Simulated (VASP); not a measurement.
# Si (I4/mmm) in VASP: notebook, part 2 of 2

VASP 6.6.1. The steps go on from the part before.

**5. Relaxation of shape and atoms at fixed volume, LDA (19.55 Å³/atom)**

This run uses another cell than the first one, of 19.55 Å³/atom.

Contents of INCAR:

```
  ALGO = Normal
  EDIFF = 1E-6
  EDIFFG = -0.01
  ENCUT = 600
  IBRION = 2
  ISIF = 4
  ISMEAR = 0
  LASPH = True
  LCHARG = False
  LREAL = False
  LWAVE = False
  NELM = 80
  NSW = 50
  PREC = Accurate
  SIGMA = 0.01
```

Contents of KPOINTS:

```
k-points
0
Gamma
  10 10 10
```

Contents of POSCAR:

```
Si
1.0
   -3.2316234403      3.2316234403      1.8720194847
    3.2316234403     -3.2316234403      1.8720194847
    3.2316234403      3.2316234403     -1.8720194847
Si
4
Direct
    0.1790670055      0.1790670055      0.3581340110
    0.8209329945      0.8209329945      0.6418659890
    0.1790670055      0.8209329945      0.0000000000
    0.8209329945      0.1790670055      0.0000000000
```

Potentials or basis: VASP PAW LDA potentials, release 64 (Si).

Command:

```bash
$ cat potpaw_LDA.64/Si/POTCAR > POTCAR
$ mpirun -np 1 vasp_std > vasp.out
```

OUTCAR:

```text
EDIFF = 1E-6
   EDIFFG = -0.01
   ENCUT = 600
   IBRION = 2
   ISIF = 4
   ISMEAR = 0
   LASPH = True
   LREAL = False
   NELM = 80
   NSW = 50
   PREC = Accurate

 ion  position               nearest neighbor table
   1  0.179  0.179  0.358-   2 2.28   2 2.28   3 2.31   4 2.31
   2  0.821  0.821  0.642-   1 2.28   1 2.28   4 2.31   3 2.31
   3  0.179  0.821  0.000-   4 2.28   4 2.28   2 2.31   1 2.31
   4  0.821  0.179  0.000-   3 2.28   3 2.28   2 2.31   1 2.31

  LATTYP: Found a body centered tetragonal cell.
 ALAT       =     6.4632468806
 C/A-ratio  =     0.5792814414

  Lattice vectors:

 A1 = (  -3.2316234403,   3.2316234403,   1.8720194847)
 A2 = (   3.2316234403,  -3.2316234403,   1.8720194847)
 A3 = (   3.2316234403,   3.2316234403,  -1.8720194847)

Analysis of symmetry for initial positions (statically):
=====================================================================
 Subroutine PRICEL returns:
 Original cell was already a primitive cell.

 Routine SETGRP: Setting up the symmetry group for a
 body centered tetragonal supercell.

 Subroutine GETGRP returns: Found 16 space group operations
 (whereof 16 operations were pure point group operations)
 out of a pool of 16 trial point group operations.

The static configuration has the point symmetry D_4h.

Analysis of symmetry for dynamics (positions and initial velocities):
=====================================================================
 Subroutine PRICEL returns:
 Original cell was already a primitive cell.

 Routine SETGRP: Setting up the symmetry group for a
 body centered tetragonal supercell.

 Subroutine GETGRP returns: Found 16 space group operations
 (whereof 16 operations were pure point group operations)
 out of a pool of 16 trial point group operations.

The dynamic configuration has the point symmetry D_4h.

 Subroutine INISYM returns: Found 16 space group operations
 (whereof 16 operations are pure point group operations),
 and found     1 'primitive' translations

----------------------------------------------------------------------------------------

                                     Primitive cell

  volume of cell :      78.2009

  direct lattice vectors                    reciprocal lattice vectors
    -3.231623440  3.231623440  1.872019485     0.000000000  0.154720997  0.267091237
     3.231623440 -3.231623440  1.872019485     0.154720997  0.000000000  0.267091237
     3.231623440  3.231623440 -1.872019485     0.154720997  0.154720997  0.000000000

  length of vectors
     4.938748533  4.938748533  4.938748533     0.308668618  0.308668618  0.218808532

  position of ions in fractional coordinates (direct lattice)
     0.179067006  0.179067006  0.358134011
     0.820932994  0.820932994  0.641865989
     0.179067006  0.820932994  0.000000000
     0.820932994  0.179067006  0.000000000

  ion indices of the primitive-cell ions
   primitive index   ion index
                 1           1
                 2           2
                 3           3
                 4           4

----------------------------------------------------------------------------------------

 KPOINTS: k-points

Automatic generation of k-mesh.
 Grid dimensions read from file:
 generate k-points for:   10   10   10

 Generating k-lattice:

[... 49 lines left out ...]
   NGX,Y,Z   is equivalent  to a cutoff of  13.46, 13.46, 13.46 a.u.
   NGXF,Y,Z  is equivalent  to a cutoff of  26.93, 26.93, 26.93 a.u.
 SYSTEM =  unknown system
   PREC   = accura    normal or accurate (medium, high low for compatibility)
   ISTART =      0    job   : 0-new  1-cont  2-samecut
   ICHARG =      2    charge: 1-file 2-atom 10-const
   ISPIN  =      1    spin polarized calculation?
   LNONCOLLINEAR =      F non collinear calculations
   LSORBIT =      F    spin-orbit coupling
   LASPH  =      T    aspherical Exc in radial PAW
   ENCUT  =  600.0 eV  44.10 Ry    6.64 a.u.   9.86  9.86  9.86*2*pi/ulx,y,z
   NELM   =     80;   NELMIN=  2; NELMDL= -5     # of ELM steps
   EDIFF  = 0.1E-05   stopping-criterion for ELM
   LREAL  =      F    real-space projection
   EDIFFG = -.1E-01   stopping-criterion for IOM
   NSW    =     50    number of steps for IOM
   IBRION =      2    ionic relax: 0-MD 1-quasi-New 2-CG
   NFREE  =      1    steps in history (QN), initial steepest desc. (CG)
   ISIF   =      4    stress and relaxation
   ISYM   =      2    0-nonsym 1-usesym 2-fastsym
   POTIM  = 0.5000    time-step for ionic-motion
   TEBEG  =    0.0;   TEEND  =   0.0 temperature during run
   PSTRESS=    0.0 pullay stress
   NELECT =      16.0000    total number of electrons
   NUPDOWN=      -1.0000    fix difference up-down
   EMIN   =  10.00;   EMAX   =-10.00  energy-range for DOS
   EFERMI =   0.00;   METHOD = LEGACY
   ISMEAR =     0;   SIGMA  =   0.01  broadening in eV -4-tet -1-fermi 0-gaus
   EFERMI_NEDOS =   21; number of points for ismear=-14 and -15
   IALGO  =     38    algorithm
   IMIX   =      4    mixing-type and parameters
     AMIX     =   0.40;   BMIX     =  1.00
     AMIX_MAG =   1.60;   BMIX_MAG =  1.00
  volume/ion in A,a.u.               =      19.55       131.93
  Fermi-wavevector in a.u.,A,eV,Ry     =   0.964667  1.822957 12.661349  0.930583
  Thomas-Fermi vector in A             =   2.094318
   LORBIT       =      0    0 simple, 1 ext, 2 COOP (PROOUT), +10 PAW based schemes
   GGA     = CA    functional components
   LHFCALC =     F    Hartree Fock is set to
   AEXX    =    0.0000 exact exchange contribution
   IVDW    =     0    specifies the selected vdW correction
   LEPSILON=     F    determine dielectric tensor
   LRPA    =     F    only Hartree local field effects (RPA)
 conjugate gradient relaxation of ions
 non-spin polarized calculation
 Gauss-broadening in eV      SIGMA  =   0.01
  energy-cutoff  :      600.00
  volume of cell :       78.20
 maximum number of plane-waves:      2630
   NGX = 19   NGY = 19   NGZ = 19

--------------------------------------- Ionic step        1  -------------------------------------------

 number of electron      16.0000000 magnetization

 Free energy of the ion-electron system (eV)
  ---------------------------------------------------
  ext. energy  EPLUGINS =         0.00000000
  ---------------------------------------------------
  free energy    TOTEN  =       -23.28781976 eV

  energy without entropy =      -23.28778098  energy(sigma->0) =      -23.28780037

------------------------ aborting loop because EDIFF is reached ----------------------------------------

  FORCE on cell =-STRESS in cart. coord.  units (eV):
  Direction    XX          YY          ZZ          XY          YZ          ZX
  --------------------------------------------------------------------------------------
  -------------------------------------------------------------------------------------
  Total        3.0463769      3.0463769      3.1502886      0.0000000      0.0000000      0.0000000
  in kB       62.4140486     62.4140486     64.5429890      0.0000000      0.0000000      0.0000000
  external PRESSURE =      63.1236954 kB  Pullay stress =       0.0000000 kB
[... 139 lines left out ...]
--------------------------------------- Ionic step        5  -------------------------------------------

 number of electron      16.0000000 magnetization

 Free energy of the ion-electron system (eV)
  ---------------------------------------------------
  ext. energy  EPLUGINS =         0.00000000
  ---------------------------------------------------
  free energy    TOTEN  =       -23.28823696 eV

  energy without entropy =      -23.28819789  energy(sigma->0) =      -23.28821743

 E-fermi :   6.2878     XC(G=0):  -9.6211

 val. band max:        6.2017651819   @ k =   0.5000   0.5000   0.4000
 cond. band min:       6.2932218802   @ k =  -0.1000  -0.2000   0.1000
 fundamental gap:      0.0914566983
 Fermi energy:         6.2878058177

 k-point     1 :       0.0000    0.0000    0.0000
  band No.  band energies     occupation
      1      -6.3892      2.00000
      2      -1.7788      2.00000
      3       0.4667      2.00000
      4       0.4667      2.00000
      5       2.1724      2.00000
      6       4.6008      2.00000
      7       4.6008      2.00000
      8       5.6443      2.00000
      9       7.5276      0.00000
     10       7.9486      0.00000
     11       7.9486      0.00000
     12       8.4467      0.00000
[... 331 lines left out ...]
 k-point    24 :       0.4000    0.3000   -0.0000
  band No.  band energies     occupation
      1      -4.5717      2.00000
      2      -3.3267      2.00000
      3      -1.1329      2.00000
      4       1.0120      2.00000
      5       1.6725      2.00000
      6       2.9734      2.00000
      7       4.0751      2.00000
      8       4.7858      2.00000
      9       7.5979      0.00000
     10       7.9894      0.00000
     11       9.1786      0.00000
     12      10.0102      0.00000

 [... further k-points ...]
[... 5 lines left out ...]
  --------------------------------------------------------------------------------------
  -------------------------------------------------------------------------------------
  Total        3.0543267      3.0543267      3.0544498      0.0000000     -0.0000000      0.0000000
  in kB       62.5769252     62.5769252     62.5794467      0.0000000     -0.0000000      0.0000000
  external PRESSURE =      62.5777657 kB  Pullay stress =       0.0000000 kB
[... 19 lines left out ...]
  FREE ENERGIE OF THE ION-ELECTRON SYSTEM (eV)
  ---------------------------------------------------
  free  energy   TOTEN  =       -23.2882369601 eV

  energy  without entropy=      -23.2881978920  energy(sigma->0) =      -23.28821743

 reached required accuracy - stopping structural energy minimisation
```

OSZICAR:

```text
N       E                     dE             d eps       ncg     rms          rms(c)
DAV:   1     0.344729893886E+02    0.34473E+02   -0.67253E+03  2448   0.123E+03
DAV:   2    -0.214003368179E+02   -0.55873E+02   -0.51288E+02  3304   0.151E+02
DAV:   3    -0.239647165065E+02   -0.25644E+01   -0.25304E+01  3152   0.319E+01
[... 29 lines left out ...]
       N       E                     dE             d eps       ncg     rms          rms(c)
DAV:   1    -0.232882593004E+02   -0.38630E-04   -0.65558E-04  2708   0.157E-01    0.220E-02
DAV:   2    -0.232882434217E+02    0.15879E-04   -0.44932E-05  3020   0.499E-02    0.969E-03
DAV:   3    -0.232882370645E+02    0.63572E-05   -0.17733E-05  2896   0.266E-02    0.326E-03
DAV:   4    -0.232882369601E+02    0.10443E-06   -0.28917E-06  2340   0.113E-02
   5 F= -.23288237E+02 E0= -.23288217E+02  d E =-.122917E-03
```

CONTCAR:

```text
Si
   1.00000000000000
    -3.2279350786393559    3.2279350786393559    1.8763000104882286
     3.2279350786393559   -3.2279350786393559    1.8763000104882286
     3.2279350786393559    3.2279350786393559   -1.8763000104882286
  Si
     4
Direct
     0.1793864623977321    0.1793864623977321    0.3587729247954570
     0.8206135376022680    0.8206135376022680    0.6412270752045429
     0.1793864623977321    0.8206135376022680    0.0000000000000000
     0.8206135376022680    0.1793864623977321    0.0000000000000000

  0.00000000E+00  0.00000000E+00  0.00000000E+00
  0.00000000E+00  0.00000000E+00  0.00000000E+00
  0.00000000E+00  0.00000000E+00  0.00000000E+00
  0.00000000E+00  0.00000000E+00  0.00000000E+00
```

It took 1.7 min on 1 thread of Intel Xeon 6975P-C (Granite Rapids), shared host; peak memory 0.25 GiB.

Results:

- Free energy: -23.2882 eV
- Energy gained by relaxing: 0.1 meV/atom
- Ionic steps: 5
- Pressure after relaxing: 6.3 GPa
- Band gap on the k mesh: zero (filled and empty bands overlap)

Step by step:
| step | energy change (eV) | largest force (eV/Å) | pressure (GPa) | volume (Å³) |
| --- | --- | --- | --- | --- |
| 1 | 0.0000 | 0.0507 | 6.31 | 78.20 |
| 2 | -0.0003 | 0.0157 | 6.28 | 78.20 |
| 3 | -0.0003 | 0.0162 | 6.28 | 78.20 |
| 4 | -0.0004 | 0.0058 | 6.25 | 78.20 |
| 5 | -0.0004 | 0.0001 | 6.26 | 78.20 |

Final structure:
```
Si
1.0
    -3.22794    3.22794    1.87630
     3.22794   -3.22794    1.87630
     3.22794    3.22794   -1.87630
Si
4
Direct
  0.17939 0.17939 0.35877
  0.82061 0.82061 0.64123
  0.17939 0.82061 0.00000
  0.82061 0.17939 0.00000
```

Caveat: semilocal functionals underestimate gaps, and a narrow one can read as zero.

**6. Overview**

```tsv
task	cell	cutoff (eV)	gap on the mesh (eV)	pressure (GPa)
single point	a = 5.044 Å, angles 98.2, 98.2, 135.5°, 4 atoms, atomic positions A	520	0.20	0.1
single point	a = 5.097 Å, angles 98.2, 98.2, 135.7°, 4 atoms, atomic positions B	520	0.29	-2.4
single point	a = 5.148 Å, angles 98.2, 98.2, 135.7°, 4 atoms, atomic positions C	520	0.34	-4.5
relaxation of shape and atoms at fixed volume	relaxed from a = 4.939 Å, angles 98.3, 98.3, 135.5°, 4 atoms, atomic positions D	600	none	6.3
```

Alike in all rows: level LDA; potentials or basis VASP PAW LDA potentials, release 64 (Si); no spin polarisation; k mesh 10 × 10 × 10; smearing gaussian 0.01 eV.

Caveats: the cell stands under tension (at least some runs); semilocal functionals underestimate gaps, and a narrow one can read as zero (at least some runs).

Total energies depend on the potentials used, so only differences within one code and one set of settings carry meaning.

The gap in the log of VASP goes by the Fermi energy; the results here count the filled bands.